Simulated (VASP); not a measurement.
# SiP7 (F-43m) in VASP: single point with PBE

Aim: the single point of SiP7 with PBE.

Program: VASP 6.6.1. These are calculated values, not measurements. Logs are shortened: lines on timing, memory, paths and dates and some standing lists are left out, and cuts for length are marked.

### Step 1. The cell of the first run

The structure is cubic, space group F-43m (No. 216). Conventional cell: a = 8.282 Å, b = 8.282 Å, c = 8.282 Å, α = 90.00°, β = 90.00°, γ = 90.00°. Si (site symmetry -43m) has 16 P at 2.94 to 3.59 Å within 3.9 Å. P (site symmetry 2mm) has 5 P at 2.36 to 2.52 Å and 2 Si at 2.94 Å within 3.1 Å. Within 3.1 Å of P (site symmetry -43m) lie 6 P at 2.36 Å.

### Step 2. Single point, PBE

File INCAR:

```
  PREC = Accurate
  ENCUT = 500
  EDIFF = 1E-6
  ISMEAR = 0
  SIGMA = 0.2
  LREAL = F
  LASPH = T
  NELM = 120
  ALGO = Normal
  ISIF = 2
  LWAVE = F
  LCHARG = F
  GGA = PE
  NBANDS = 30
  GGA_COMPAT = F
```

File KPOINTS:

```
regular mesh
0
Gamma
  3 3 3
```

File POSCAR:

```
SiP7
1.0
    0.0000000000      4.1411123264      4.1411123264
    4.1411123264      0.0000000000      4.1411123264
    4.1411123264      4.1411123264      0.0000000000
Si P
1 7
Direct
    0.0000000000      0.0000000000      0.0000000000
    0.5349014504     -0.0349014504     -0.0349014504
   -0.0349014504      0.5349014504      0.5349014504
   -0.0349014504      0.5349014504     -0.0349014504
    0.5349014504     -0.0349014504      0.5349014504
   -0.0349014504     -0.0349014504      0.5349014504
    0.5349014504      0.5349014504     -0.0349014504
    0.2500000000      0.2500000000      0.2500000000
```

Potentials or basis: VASP PAW PBE potentials, release 64 (Si, P).

The run is started by

```sh
cat potpaw_PBE.64/Si/POTCAR potpaw_PBE.64/P/POTCAR > POTCAR
mpirun -np 1 vasp_std > vasp.out
```

OUTCAR:

```text
PREC = Accurate
   ENCUT = 500
   EDIFF = 1E-6
   ISMEAR = 0
   LREAL = F
   LASPH = T
   NELM = 120
   ISIF = 2
   GGA = PE

 ion  position               nearest neighbor table
   1  0.000  0.000  0.000-   2 2.94   5 2.94   7 2.94   3 2.94   4 2.94   7 2.94   3 2.94   5 2.94
                             6 2.94   2 2.94   4 2.94   6 2.94
   2  0.535  0.965  0.965-   8 2.36   5 2.52   6 2.52   7 2.52   4 2.52   1 2.94   1 2.94
   3  0.965  0.535  0.535-   8 2.36   5 2.52   6 2.52   7 2.52   4 2.52   1 2.94   1 2.94
   4  0.965  0.535  0.965-   8 2.36   3 2.52   6 2.52   7 2.52   2 2.52   1 2.94   1 2.94
   5  0.535  0.965  0.535-   8 2.36   3 2.52   6 2.52   7 2.52   2 2.52   1 2.94   1 2.94
   6  0.965  0.965  0.535-   8 2.36   3 2.52   4 2.52   5 2.52   2 2.52   1 2.94   1 2.94
   7  0.535  0.535  0.965-   8 2.36   3 2.52   4 2.52   5 2.52   2 2.52   1 2.94   1 2.94
   8  0.250  0.250  0.250-   2 2.36   3 2.36   4 2.36   5 2.36   6 2.36   7 2.36

  LATTYP: Found a face centered cubic cell.
 ALAT       =     8.2822246528

  Lattice vectors:

 A1 = (   0.0000000000,   4.1411123264,   4.1411123264)
 A2 = (   4.1411123264,   0.0000000000,   4.1411123264)
 A3 = (   4.1411123264,   4.1411123264,   0.0000000000)

Analysis of symmetry for initial positions (statically):
=====================================================================
 Subroutine PRICEL returns:
 Original cell was already a primitive cell.

 Routine SETGRP: Setting up the symmetry group for a
 face centered cubic supercell.

 Subroutine GETGRP returns: Found 24 space group operations
 (whereof 24 operations were pure point group operations)
 out of a pool of 48 trial point group operations.

The static configuration has the point symmetry T_d .

Analysis of symmetry for dynamics (positions and initial velocities):
=====================================================================
 Subroutine PRICEL returns:
 Original cell was already a primitive cell.

 Routine SETGRP: Setting up the symmetry group for a
 face centered cubic supercell.

 Subroutine GETGRP returns: Found 24 space group operations
 (whereof 24 operations were pure point group operations)
 out of a pool of 48 trial point group operations.

The dynamic configuration has the point symmetry T_d .

 Subroutine INISYM returns: Found 24 space group operations
 (whereof 24 operations are pure point group operations),
 and found     1 'primitive' translations

----------------------------------------------------------------------------------------

                                     Primitive cell

  volume of cell :     142.0303

  direct lattice vectors                    reciprocal lattice vectors
     0.000000000  4.141112326  4.141112326    -0.120740507  0.120740507  0.120740507
     4.141112326  0.000000000  4.141112326     0.120740507 -0.120740507  0.120740507
     4.141112326  4.141112326  0.000000000     0.120740507  0.120740507 -0.120740507

  length of vectors
     5.856417215  5.856417215  5.856417215     0.209128692  0.209128692  0.209128692

  position of ions in fractional coordinates (direct lattice)
     0.000000000  0.000000000  0.000000000
     0.534901450  0.965098550  0.965098550
     0.965098550  0.534901450  0.534901450
     0.965098550  0.534901450  0.965098550
     0.534901450  0.965098550  0.534901450
     0.965098550  0.965098550  0.534901450
     0.534901450  0.534901450  0.965098550
     0.250000000  0.250000000  0.250000000

  ion indices of the primitive-cell ions
   primitive index   ion index
                 1           1
                 2           2
                 3           3
                 4           4
                 5           5
                 6           6
                 7           7
                 8           8

----------------------------------------------------------------------------------------

 KPOINTS: regular mesh

Automatic generation of k-mesh.
 Grid dimensions read from file:
 generate k-points for:    3    3    3

 Generating k-lattice:

  Cartesian coordinates                     Fractional coordinates (reciprocal lattice)
    -0.040246836  0.040246836  0.040246836     0.333333333  0.000000000  0.000000000
     0.040246836 -0.040246836  0.040246836     0.000000000  0.333333333  0.000000000
     0.040246836  0.040246836 -0.040246836     0.000000000  0.000000000  0.333333333

  Length of vectors
     0.069709564  0.069709564  0.069709564

  Shift w.r.t. Gamma in fractional coordinates (k-lattice)
     0.000000000  0.000000000  0.000000000

 Subroutine IBZKPT returns following result:
 ===========================================

 Found      4 irreducible k-points:

 Following reciprocal coordinates:
            Coordinates               Weight
  0.000000  0.000000  0.000000      1.000000
  0.333333  0.000000  0.000000      8.000000
  0.333333  0.333333  0.000000      6.000000
 -0.333333  0.333333  0.000000     12.000000
   k-points           NKPTS =      4   k-points in BZ     NKDIM =      4   number of bands    NBANDS=     30
   number of dos      NEDOS =    301   number of ions     NIONS =      8
   total plane-waves  NPLWV = 110592
   dimension x,y,z NGX =    48 NGY =   48 NGZ =   48
   dimension x,y,z NGXF=    96 NGYF=   96 NGZF=   96
   ions per type =               1   7
   NGX,Y,Z   is equivalent  to a cutoff of  13.63, 13.63, 13.63 a.u.
   NGXF,Y,Z  is equivalent  to a cutoff of  27.25, 27.25, 27.25 a.u.
 SYSTEM =  unknown system
   PREC   = accura    normal or accurate (medium, high low for compatibility)
   ISTART =      0    job   : 0-new  1-cont  2-samecut
   ICHARG =      2    charge: 1-file 2-atom 10-const
   ISPIN  =      1    spin polarized calculation?
   LNONCOLLINEAR =      F non collinear calculations
   LSORBIT =      F    spin-orbit coupling
   LASPH  =      T    aspherical Exc in radial PAW
   ENCUT  =  500.0 eV  36.75 Ry    6.06 a.u.  10.68 10.68 10.68*2*pi/ulx,y,z
   NELM   =    120;   NELMIN=  2; NELMDL= -5     # of ELM steps
   EDIFF  = 0.1E-05   stopping-criterion for ELM
   LREAL  =      F    real-space projection
   EDIFFG = 0.1E-04   stopping-criterion for IOM
   NSW    =      0    number of steps for IOM
   IBRION =     -1    ionic relax: 0-MD 1-quasi-New 2-CG
   NFREE  =      0    steps in history (QN), initial steepest desc. (CG)
   ISIF   =      2    stress and relaxation
   ISYM   =      2    0-nonsym 1-usesym 2-fastsym
   POTIM  = 0.5000    time-step for ionic-motion
   TEBEG  =    0.0;   TEEND  =   0.0 temperature during run
   PSTRESS=    0.0 pullay stress
   NELECT =      39.0000    total number of electrons
   NUPDOWN=      -1.0000    fix difference up-down
   EMIN   =  10.00;   EMAX   =-10.00  energy-range for DOS
   EFERMI =   0.00;   METHOD = LEGACY
   ISMEAR =     0;   SIGMA  =   0.20  broadening in eV -4-tet -1-fermi 0-gaus
   EFERMI_NEDOS =   21; number of points for ismear=-14 and -15
   IALGO  =     38    algorithm
   IMIX   =      4    mixing-type and parameters
     AMIX     =   0.40;   BMIX     =  1.00
     AMIX_MAG =   1.60;   BMIX_MAG =  1.00
  volume/ion in A,a.u.               =      17.75       119.81
  Fermi-wavevector in a.u.,A,eV,Ry     =   1.064068  2.010797 15.405068  1.132241
  Thomas-Fermi vector in A             =   2.199574
   LORBIT       =      0    0 simple, 1 ext, 2 COOP (PROOUT), +10 PAW based schemes
   GGA     = PE    functional components
   LHFCALC =     F    Hartree Fock is set to
   AEXX    =    0.0000 exact exchange contribution
   IVDW    =     0    specifies the selected vdW correction
   LEPSILON=     F    determine dielectric tensor
   LRPA    =     F    only Hartree local field effects (RPA)
 non-spin polarized calculation
 Gauss-broadening in eV      SIGMA  =   0.20
  energy-cutoff  :      500.00
  volume of cell :      142.03
 maximum number of plane-waves:      3695
 NGX is ok and might be reduce to    48
   NGX = 21   NGY = 21   NGZ = 21

 number of electron      39.0000001 magnetization

 Free energy of the ion-electron system (eV)
  ---------------------------------------------------
  ext. energy  EPLUGINS =         0.00000000
  ---------------------------------------------------
  free energy    TOTEN  =       -37.47668441 eV

  energy without entropy =      -37.41816459  energy(sigma->0) =      -37.44742450

 E-fermi :   7.2337     XC(G=0): -10.2120

 val. band max:        6.8709162664   @ k =  -0.3333   0.3333   0.0000
 cond. band min:       7.2550703976   @ k =  -0.3333   0.3333   0.0000
 fundamental gap:      0.3841541312
 Fermi energy:         7.2336971816

 k-point     1 :       0.0000    0.0000    0.0000
  band No.  band energies     occupation
      1      -8.4279      2.00000
      2      -4.6451      2.00000
      3      -3.7961      2.00000
      4      -3.7961      2.00000
      5      -3.7961      2.00000
      6      -0.9110      2.00000
[... 22 lines left out ...]
     29      11.3009      0.00000
     30      11.4095      0.00000

 k-point     2 :       0.3333    0.0000    0.0000
  band No.  band energies     occupation
      1      -7.9056      2.00000
      2      -6.2932      2.00000
      3      -3.6225      2.00000
      4      -3.6225      2.00000
      5      -2.6913      2.00000
      6      -2.1584      2.00000
[... 22 lines left out ...]
     29      12.1642      0.00000
     30      12.1645      0.00000

 k-point     3 :       0.3333    0.3333    0.0000
  band No.  band energies     occupation
      1      -7.7951      2.00000
      2      -5.9590      2.00000
      3      -4.1987      2.00000
      4      -4.1614      2.00000
      5      -4.1614      2.00000
      6      -0.6859      2.00000
[... 22 lines left out ...]
     29      11.2644      0.00000
     30      11.9018      0.00000

 k-point     4 :      -0.3333    0.3333    0.0000
  band No.  band energies     occupation
      1      -7.3285      2.00000
      2      -6.7172      2.00000
      3      -4.6979      2.00000
      4      -3.8968      2.00000
      5      -3.5014      2.00000
      6      -1.8671      2.00000
[... 22 lines left out ...]
     29      11.8018      0.00000
     30      11.9570      0.00000

------------------------ aborting loop because EDIFF is reached ----------------------------------------

  FORCE on cell =-STRESS in cart. coord.  units (eV):
  Direction    XX          YY          ZZ          XY          YZ          ZX
  --------------------------------------------------------------------------------------
  -------------------------------------------------------------------------------------
  Total       -0.1174646     -0.1174646     -0.1174646     -0.0000000     -0.0000000      0.0000000
  in kB       -1.3250631     -1.3250631     -1.3250631     -0.0000000     -0.0000000      0.0000000
  external PRESSURE =      -1.3250631 kB  Pullay stress =       0.0000000 kB

 VOLUME and BASIS-vectors are now :
 -----------------------------------------------------------------------------
  energy-cutoff  :      500.00
  volume of cell :      142.03
      direct lattice vectors                 reciprocal lattice vectors
     0.000000000  4.141112326  4.141112326    -0.120740507  0.120740507  0.120740507
     4.141112326  0.000000000  4.141112326     0.120740507 -0.120740507  0.120740507
     4.141112326  4.141112326  0.000000000     0.120740507  0.120740507 -0.120740507

 POSITION                                       TOTAL-FORCE (eV/Angst)
 -----------------------------------------------------------------------------------
      0.00000      0.00000      0.00000        -0.000000     -0.000000      0.000000
      7.99316      6.21167      6.21167        -0.071226      0.000000      0.000000
      4.43017      6.21167      6.21167         0.071226      0.000000      0.000000
      6.21167      7.99316      6.21167         0.000000     -0.071226      0.000000
      6.21167      4.43017      6.21167         0.000000      0.071226      0.000000
      6.21167      6.21167      7.99316         0.000000      0.000000     -0.071226
      6.21167      6.21167      4.43017         0.000000      0.000000      0.071226
      2.07056      2.07056      2.07056         0.000000      0.000000      0.000000
 -----------------------------------------------------------------------------------
    total drift:                                0.000000      0.000000      0.000000

  FREE ENERGIE OF THE ION-ELECTRON SYSTEM (eV)
  ---------------------------------------------------
  free  energy   TOTEN  =       -37.4766844080 eV

  energy  without entropy=      -37.4181645924  energy(sigma->0) =      -37.44742450
```

Wall time 27 s (1 thread of Intel Xeon Platinum 8488C (Sapphire Rapids), shared host); peak memory 0.29 GiB.

What came out:

```
Free energy   : -37.4767 eV
Pressure      : -0.1 GPa
Largest force : 0.071 eV/Å
```

Forces in eV/Å, atoms in the order of the input:
```
Si   0.000  0.000  0.000
P   -0.071  0.000  0.000
P    0.071  0.000  0.000
P    0.000 -0.071  0.000
P    0.000  0.071  0.000
P    0.000  0.000 -0.071
P    0.000  0.000  0.071
P    0.000  0.000  0.000
```

Levels at points of the mesh, in eV from the Fermi level:
| k point | band 16 | band 17 | band 18 | band 19 | band 20 | band 21 | band 22 | band 23 |
| --- | --- | --- | --- | --- | --- | --- | --- | --- |
| (0.00, 0.00, 0.00) | 0.44 | 0.44 | 0.44 | 0.99 | 0.99 | 0.99 | 2.49 | 2.49 |

Caveat: the k points lie up to 0.44 Å⁻¹ apart.
